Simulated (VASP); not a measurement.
Input of a VASP 6.6.1 run:

Contents of INCAR:

```
PREC     = Accurate       # precision mode
ENCUT    = 520            # plane-wave cutoff, eV
EDIFF    = 1E-6           # SCF threshold, eV
ISMEAR   = 0              # smearing method
SIGMA    = 0.15           # smearing width, eV
LREAL    = F              # projectors in reciprocal space
LASPH    = T              # aspherical terms in the spheres
NELM     = 100            # most SCF steps
ALGO     = Normal         # electronic algorithm
ISIF     = 2              # what is computed and relaxed
LWAVE    = F              # write WAVECAR
LCHARG   = F              # write CHGCAR
GGA      = PS             # functional
NBANDS   = 18             # bands
```

File KPOINTS:

```
regular mesh
0
Gamma
  5 5 5
```

Contents of POSCAR:

```
Br
1.0
    4.5976400000      0.0000000000      0.0000000000
    0.0000000000      4.5976400000      0.0000000000
    0.0000000000      0.0000000000      4.5976400000
Br
3
Direct
    0.5000000000      0.0000000000      0.0000000000
    0.0000000000      0.5000000000      0.0000000000
    0.0000000000      0.0000000000      0.5000000000
```

Potentials or basis: VASP PAW PBE potentials, release 64 (Br).

Launch:

```sh
$ cat potpaw_PBE.64/Br/POTCAR > POTCAR
$ mpirun -np 1 vasp_std > vasp.out
```

Estimate the pressure.

-2.7 GPa.

Caveat: the PAW data sets were made with another functional, which shifts forces and pressure a little; an odd number of electrons without spin polarisation forces a metal; a magnetic or distorted state may lie lower.
